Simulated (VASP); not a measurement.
# Si16Ge (a cell with a defect) in VASP: single point with PBE+D3(BJ)

Aim: the single point of Si16Ge (a cell with a defect) with PBE+D3(BJ).

Everything below comes from runs of VASP 6.6.1. Logs are shortened: lines on timing, memory, paths and dates and some standing lists are left out, and cuts for length are marked.

## Step 1: The cell of the first run

The cell holds a defect, 17 atoms: a = 7.679 Å, b = 7.679 Å, c = 7.679 Å, α = 60.00°, β = 60.00°, γ = 60.00°.

## Step 2: Single point, PBE+D3(BJ)

INCAR

```
SYSTEM = Si16Ge
ALGO = Normal ; EDIFF = 1E-6
ENCUT = 520 ; GGA = PE
ISIF = 2 ; ISMEAR = -1
IVDW = 12 ; LASPH = .True.
LCHARG = .False. ; LREAL = Auto
LWAVE = .False. ; NBANDS = 53
NELM = 60 ; PREC = Accurate
SIGMA = 0.02
```

KPOINTS

```
k-points
0
Gamma
  2 2 2
  0 0 0
```

POSCAR

```
Si16Ge
1.0
    0.0000000000      5.4300000000      5.4300000000
    5.4300000000      0.0000000000      5.4300000000
    5.4300000000      5.4300000000      0.0000000000
Si Ge
16 1
Direct
    0.0123027461     -0.0340133079      0.0099505825
    0.1595134406      0.1130123839      0.1148404625
    0.0177905202     -0.0020999525      0.4868380665
    0.1274086433      0.1077262636      0.6379562454
    0.0123233817      0.5122909876      0.0100406706
    0.1025993821      0.6025403411      0.1929345847
   -0.0239253069      0.4760269852      0.5724401082
    0.1274155692      0.6273718411      0.6380641586
    0.5229540035      0.0228884460     -0.0681518377
    0.6132455479      0.1131861269      0.1148101969
    0.4979949638     -0.0020537203      0.4868358906
    0.6494667993      0.1494025611      0.5522336560
    0.4660608413      0.5122430670      0.0099626620
    0.6130662761      0.6594485964      0.1148569390
    0.4979482663      0.5177249998      0.4868559621
    0.6077732911      0.6273586818      0.6379652605
    0.8128071344      0.3127325993      0.0624409917
```

Potentials or basis: VASP PAW PBE potentials, release 64 (Si, Ge_d).

Launch:

```
$ cat potpaw_PBE.64/Si/POTCAR potpaw_PBE.64/Ge_d/POTCAR > POTCAR
$ mpirun -np 1 vasp_std > vasp.out
```

OUTCAR:

```text
SYSTEM = Si16Ge
   EDIFF = 1E-6
   ENCUT = 520
   GGA = PE
   ISIF = 2
   ISMEAR = -1
   IVDW = 12
   LASPH = .True.
   LREAL = Auto
   NELM = 60
   PREC = Accurate
 IVDW          = 12

 ion  position               nearest neighbor table
   1  0.012  0.966  0.010-   6 2.32   4 2.34  17 2.44  10 2.51   2 2.51
   2  0.160  0.113  0.115-   9 2.32   3 2.34  17 2.44   1 2.51   5 2.51
   3  0.018  0.998  0.487-   8 2.33   4 2.33   2 2.34  12 2.34
   4  0.127  0.108  0.638-   3 2.33  11 2.33   1 2.34   7 2.34
   5  0.012  0.512  0.010-   6 2.32   8 2.34  17 2.44  14 2.51   2 2.51
   6  0.103  0.603  0.193-   5 2.32   1 2.32  13 2.32   7 2.38
   7  0.976  0.476  0.572-   8 2.34  16 2.34   4 2.34   6 2.38
   8  0.127  0.627  0.638-   3 2.33  15 2.33   5 2.34   7 2.34
   9  0.523  0.023  0.932-   2 2.32  14 2.32  10 2.32  12 2.38
  10  0.613  0.113  0.115-   9 2.32  11 2.34  17 2.44   1 2.51  13 2.51
  11  0.498  0.998  0.487-   4 2.33  16 2.33  10 2.34  12 2.34
  12  0.649  0.149  0.552-   3 2.34  15 2.34  11 2.34   9 2.38
  13  0.466  0.512  0.010-   6 2.32  16 2.34  17 2.44  10 2.51  14 2.51
  14  0.613  0.659  0.115-   9 2.32  15 2.34  17 2.44  13 2.51   5 2.51
  15  0.498  0.518  0.487-   8 2.33  16 2.33  14 2.34  12 2.34
  16  0.608  0.627  0.638-  15 2.33  11 2.33  13 2.34   7 2.34
  17  0.813  0.313  0.062-   5 2.44   2 2.44  14 2.44  10 2.44  13 2.44   1 2.44

  LATTYP: Found a face centered cubic cell.
 ALAT       =    10.8600000000

  Lattice vectors:

 A1 = (   0.0000000000,   5.4300000000,   5.4300000000)
 A2 = (   5.4300000000,   0.0000000000,   5.4300000000)
 A3 = (   5.4300000000,   5.4300000000,   0.0000000000)

Analysis of symmetry for initial positions (statically):
=====================================================================
 Subroutine PRICEL returns:
 Original cell was already a primitive cell.

 Routine SETGRP: Setting up the symmetry group for a
 face centered cubic supercell.

 Subroutine GETGRP returns: Found  1 space group operations
 (whereof  1 operations were pure point group operations)
 out of a pool of 48 trial point group operations.

The static configuration has the point symmetry C_1 .

Analysis of symmetry for dynamics (positions and initial velocities):
=====================================================================
 Subroutine PRICEL returns:
 Original cell was already a primitive cell.

 Routine SETGRP: Setting up the symmetry group for a
 face centered cubic supercell.

 Subroutine GETGRP returns: Found  1 space group operations
 (whereof  1 operations were pure point group operations)
 out of a pool of 48 trial point group operations.

The dynamic configuration has the point symmetry C_1 .

 Subroutine INISYM returns: Found  1 space group operations
 (whereof  1 operations are pure point group operations),
 and found     1 'primitive' translations

----------------------------------------------------------------------------------------

                                     Primitive cell

  volume of cell :     320.2060

  direct lattice vectors                    reciprocal lattice vectors
     0.000000000  5.430000000  5.430000000    -0.092081031  0.092081031  0.092081031
     5.430000000  0.000000000  5.430000000     0.092081031 -0.092081031  0.092081031
     5.430000000  5.430000000  0.000000000     0.092081031  0.092081031 -0.092081031

  length of vectors
     7.679179644  7.679179644  7.679179644     0.159489025  0.159489025  0.159489025

  position of ions in fractional coordinates (direct lattice)
     0.012302746  0.965986692  0.009950582
     0.159513441  0.113012384  0.114840462
     0.017790520  0.997900048  0.486838066
     0.127408643  0.107726264  0.637956245
     0.012323382  0.512290988  0.010040671
     0.102599382  0.602540341  0.192934585
[... 9 lines left out ...]
     0.607773291  0.627358682  0.637965261
     0.812807134  0.312732599  0.062440992

  ion indices of the primitive-cell ions
   primitive index   ion index
                 1           1
                 2           2
                 3           3
                 4           4
                 5           5
                 6           6
[... 9 lines left out ...]
                16          16
                17          17

----------------------------------------------------------------------------------------

 KPOINTS: k-points

Automatic generation of k-mesh.
 Grid dimensions read from file:
 generate k-points for:    2    2    2

 Generating k-lattice:

  Cartesian coordinates                     Fractional coordinates (reciprocal lattice)
    -0.046040516  0.046040516  0.046040516     0.500000000  0.000000000  0.000000000
     0.046040516 -0.046040516  0.046040516     0.000000000  0.500000000  0.000000000
     0.046040516  0.046040516 -0.046040516     0.000000000  0.000000000  0.500000000

  Length of vectors
     0.079744512  0.079744512  0.079744512

  Shift w.r.t. Gamma in fractional coordinates (k-lattice)
     0.000000000  0.000000000  0.000000000

 Subroutine IBZKPT returns following result:
 ===========================================

 Found      8 irreducible k-points:

 Following reciprocal coordinates:
            Coordinates               Weight
  0.000000  0.000000  0.000000      1.000000
  0.500000  0.000000  0.000000      1.000000
  0.000000  0.500000  0.000000      1.000000
  0.000000  0.000000  0.500000      1.000000
  0.500000  0.500000  0.500000      1.000000
  0.500000  0.500000  0.000000      1.000000
  0.000000  0.500000  0.500000      1.000000
  0.500000  0.000000  0.500000      1.000000
   k-points           NKPTS =      8   k-points in BZ     NKDIM =      8   number of bands    NBANDS=     53
   number of dos      NEDOS =    301   number of ions     NIONS =     17
   total plane-waves  NPLWV = 216000
   dimension x,y,z NGX =    60 NGY =   60 NGZ =   60
   dimension x,y,z NGXF=   120 NGYF=  120 NGZF=  120
   ions per type =              16   1
   NGX,Y,Z   is equivalent  to a cutoff of  12.99, 12.99, 12.99 a.u.
   NGXF,Y,Z  is equivalent  to a cutoff of  25.98, 25.98, 25.98 a.u.
 SYSTEM =  Si16Ge
   PREC   = accura    normal or accurate (medium, high low for compatibility)
   ISTART =      0    job   : 0-new  1-cont  2-samecut
   ICHARG =      2    charge: 1-file 2-atom 10-const
   ISPIN  =      1    spin polarized calculation?
   LNONCOLLINEAR =      F non collinear calculations
   LSORBIT =      F    spin-orbit coupling
   LASPH  =      T    aspherical Exc in radial PAW
   ENCUT  =  520.0 eV  38.22 Ry    6.18 a.u.  14.28 14.28 14.28*2*pi/ulx,y,z
   NELM   =     60;   NELMIN=  2; NELMDL= -5     # of ELM steps
   EDIFF  = 0.1E-05   stopping-criterion for ELM
   LREAL  =      T    real-space projection
   EDIFFG = 0.1E-04   stopping-criterion for IOM
   NSW    =      0    number of steps for IOM
   IBRION =     -1    ionic relax: 0-MD 1-quasi-New 2-CG
   NFREE  =      0    steps in history (QN), initial steepest desc. (CG)
   ISIF   =      2    stress and relaxation
   ISYM   =      2    0-nonsym 1-usesym 2-fastsym
   POTIM  = 0.5000    time-step for ionic-motion
   TEBEG  =    0.0;   TEEND  =   0.0 temperature during run
   PSTRESS=    0.0 pullay stress
   NELECT =      78.0000    total number of electrons
   NUPDOWN=      -1.0000    fix difference up-down
   EMIN   =  10.00;   EMAX   =-10.00  energy-range for DOS
   EFERMI =   0.00;   METHOD = LEGACY
   ISMEAR =    -1;   SIGMA  =   0.02  broadening in eV -4-tet -1-fermi 0-gaus
   EFERMI_NEDOS =   21; number of points for ismear=-14 and -15
   IALGO  =     38    algorithm
   IMIX   =      4    mixing-type and parameters
     AMIX     =   0.40;   BMIX     =  1.00
     AMIX_MAG =   1.60;   BMIX_MAG =  1.00
  volume/ion in A,a.u.               =      18.84       127.11
  Fermi-wavevector in a.u.,A,eV,Ry     =   1.022421  1.932096 14.222785  1.045345
  Thomas-Fermi vector in A             =   2.156100
   LORBIT       =      0    0 simple, 1 ext, 2 COOP (PROOUT), +10 PAW based schemes
   GGA     = PE    functional components
   LHFCALC =     F    Hartree Fock is set to
   AEXX    =    0.0000 exact exchange contribution
   IVDW    =    12    specifies the selected vdW correction
   LEPSILON=     F    determine dielectric tensor
   LRPA    =     F    only Hartree local field effects (RPA)
 non-spin polarized calculation
  energy-cutoff  :      520.00
  volume of cell :      320.21
 maximum number of plane-waves:      8646
 NGX is ok and might be reduce to    60
   NGX = 29   NGY = 29   NGZ = 29

 number of electron      77.9999999 magnetization

 Free energy of the ion-electron system (eV)
  ---------------------------------------------------
  ext. energy  EPLUGINS =         0.00000000
  ---------------------------------------------------
  free energy    TOTEN  =       -86.35784943 eV

  energy without entropy =      -86.35551717  energy(sigma->0) =      -86.35668330

 E-fermi :   6.6422     XC(G=0):  -9.7728

 val. band max:        6.5794678737   @ k =   0.0000   0.0000   0.5000
 cond. band min:       6.7148133177   @ k =   0.0000   0.0000   0.0000
 fundamental gap:      0.1353454440
 Fermi energy:         6.6422193562

 k-point     1 :       0.0000    0.0000    0.0000
  band No.  band energies     occupation
      1     -17.9177      2.00000
      2     -17.9176      2.00000
      3     -17.7884      2.00000
      4     -17.7884      2.00000
      5     -17.7830      2.00000
      6      -6.3413      2.00000
[... 43 lines left out ...]
     50       8.6161      0.00000
     51       8.8268      0.00000

 k-point     2 :       0.5000    0.0000    0.0000
  band No.  band energies     occupation
      1     -17.9177      2.00000
      2     -17.9176      2.00000
      3     -17.7884      2.00000
      4     -17.7884      2.00000
      5     -17.7830      2.00000
      6      -5.9155      2.00000
[... 43 lines left out ...]
     50       9.7374      0.00000
     51      10.1039      0.00000

 k-point     3 :       0.0000    0.5000    0.0000
  band No.  band energies     occupation
      1     -17.9177      2.00000
      2     -17.9176      2.00000
      3     -17.7884      2.00000
      4     -17.7884      2.00000
      5     -17.7830      2.00000
      6      -5.9154      2.00000
[... 43 lines left out ...]
     50       9.7374      0.00000
     51      10.1044      0.00000

 k-point     4 :       0.0000    0.0000    0.5000
  band No.  band energies     occupation
      1     -17.9177      2.00000
      2     -17.9176      2.00000
      3     -17.7884      2.00000
      4     -17.7884      2.00000
      5     -17.7830      2.00000
      6      -5.9903      2.00000
[... 43 lines left out ...]
     50       9.8332      0.00000
     51      10.0780      0.00000

 k-point     5 :       0.5000    0.5000    0.5000
  band No.  band energies     occupation
      1     -17.9177      2.00000
      2     -17.9176      2.00000
      3     -17.7884      2.00000
      4     -17.7884      2.00000
      5     -17.7830      2.00000
      6      -5.9156      2.00000
[... 43 lines left out ...]
     50       9.7374      0.00000
     51      10.1039      0.00000

 k-point     6 :       0.5000    0.5000    0.0000
  band No.  band energies     occupation
      1     -17.9177      2.00000
      2     -17.9176      2.00000
      3     -17.7884      2.00000
      4     -17.7884      2.00000
      5     -17.7830      2.00000
      6      -5.8057      2.00000
[... 43 lines left out ...]
     50      10.3931      0.00000
     51      10.4233      0.00000

 k-point     7 :       0.0000    0.5000    0.5000
  band No.  band energies     occupation
      1     -17.9177      2.00000
      2     -17.9176      2.00000
      3     -17.7884      2.00000
      4     -17.7884      2.00000
      5     -17.7830      2.00000
      6      -5.8056      2.00000
[... 43 lines left out ...]
     50      10.3932      0.00000
     51      10.4234      0.00000

 k-point     8 :       0.5000    0.0000    0.5000
  band No.  band energies     occupation
      1     -17.9177      2.00000
      2     -17.9176      2.00000
      3     -17.7884      2.00000
      4     -17.7884      2.00000
      5     -17.7830      2.00000
      6      -5.8056      2.00000
[... 43 lines left out ...]
     50      10.3932      0.00000
     51      10.4236      0.00000
 [bands above 51 left out]

------------------------ aborting loop because EDIFF is reached ----------------------------------------

 Edisp (eV)   -5.66675

 E8    (eV) :    -2.3546

  FORCE on cell =-STRESS in cart. coord.  units (eV):
  Direction    XX          YY          ZZ          XY          YZ          ZX
  --------------------------------------------------------------------------------------
  -------------------------------------------------------------------------------------
  Total       5.08609     5.08784     5.09454    -1.33443     1.33729     1.33605
  in kB      25.44868    25.45745    25.49097    -6.67695     6.69122     6.68502
  external pressure =       25.47 kB  Pullay stress =        0.00 kB

 VOLUME and BASIS-vectors are now :
 -----------------------------------------------------------------------------
  energy-cutoff  :      520.00
  volume of cell :      320.21
      direct lattice vectors                 reciprocal lattice vectors
     0.000000000  5.430000000  5.430000000    -0.092081031  0.092081031  0.092081031
     5.430000000  0.000000000  5.430000000     0.092081031 -0.092081031  0.092081031
     5.430000000  5.430000000  0.000000000     0.092081031  0.092081031 -0.092081031

 POSITION                                       TOTAL-FORCE (eV/Angst)
 -----------------------------------------------------------------------------------
      5.29934      0.12084      5.31211         0.009446     -0.005107      0.005517
      1.23724      1.48974      1.47982         0.008062     -0.010635     -0.004377
      8.06213      2.74013      5.51520        -0.016750      0.018258      0.019538
      4.04906      4.15593      1.27678        -0.024141      0.021371     -0.018502
      2.83626      0.12144      2.84866        -0.007088     -0.006475     -0.012273
      4.31943      1.60475      3.82891        -0.008037     -0.007804      0.010259
[... 9 lines left out ...]
      6.87071      6.76436      6.70677         0.020966     -0.024006     -0.018472
      2.03719      4.75260      6.11168        -0.000006      0.000038      0.000144
 -----------------------------------------------------------------------------------
    total drift:                                0.001038      0.000526     -0.000740

  FREE ENERGIE OF THE ION-ELECTRON SYSTEM (eV)
  ---------------------------------------------------
  free  energy   TOTEN  =       -92.0245962362 eV

  energy  without entropy=      -92.0222639849  energy(sigma->0) =      -92.02343011
```

Wall time 2.4 min (1 thread of Intel Xeon 6975P-C (Granite Rapids), shared host); peak memory 0.48 GiB.

What came out:

```
Free energy                : -92.0246 eV
Pressure                   : 2.5 GPa
Largest force              : 0.037 eV/Å
Band gap on the k mesh     : 0.14 eV
Dispersion energy per atom : -0.333 eV
```

Forces on the atoms (eV/Å):
```
Si   0.009 -0.005  0.006
Si   0.008 -0.011 -0.004
Si  -0.017  0.018  0.020
Si  -0.024  0.021 -0.019
Si  -0.007 -0.006 -0.012
Si  -0.008 -0.008  0.010
Si  -0.003 -0.003  0.002
Si   0.020  0.020  0.023
Si   0.008  0.008 -0.004
Si   0.002  0.002  0.002
Si  -0.018 -0.017 -0.019
Si   0.005  0.005 -0.006
Si  -0.005  0.009  0.005
Si  -0.010  0.008 -0.004
Si   0.018 -0.016  0.020
Si   0.021 -0.024 -0.018
Ge   0.000  0.000  0.000
```

Stress tensor (GPa, compression positive):
```
 2.54 -0.67  0.67
-0.67  2.55  0.67
 0.67  0.67  2.55
```

Levels at points of the mesh, in eV from the valence-band top:
```csv
k point,band 35,band 36,band 37,band 38,band 39,band 40,band 41,band 42,band 43,band 44
"(0.00, 0.00, 0.00)",-1.21,-0.98,-0.37,-0.35,-0.35,0.14,0.14,0.48,0.48,0.98
"(0.50, 0.00, 0.00)",-1.25,-1.25,-1.15,-0.57,-0.24,0.45,0.94,1.08,1.30,1.51
"(0.00, 0.50, 0.00)",-1.25,-1.25,-1.15,-0.57,-0.24,0.45,0.94,1.08,1.30,1.51
"(0.00, 0.00, 0.50)",-1.09,-1.09,-1.02,-1.02,0.00,0.64,0.64,1.37,1.46,1.46
"(0.50, 0.50, 0.50)",-1.25,-1.25,-1.15,-0.57,-0.24,0.45,0.94,1.08,1.30,1.50
"(0.50, 0.50, 0.00)",-1.71,-1.62,-1.50,-0.38,-0.05,0.65,1.61,1.64,1.97,2.10
"(0.00, 0.50, 0.50)",-1.71,-1.62,-1.50,-0.37,-0.05,0.65,1.61,1.64,1.97,2.10
"(0.50, 0.00, 0.50)",-1.71,-1.62,-1.50,-0.37,-0.05,0.65,1.61,1.64,1.97,2.10
```

Caveat: the k points lie up to 0.50 Å⁻¹ apart.
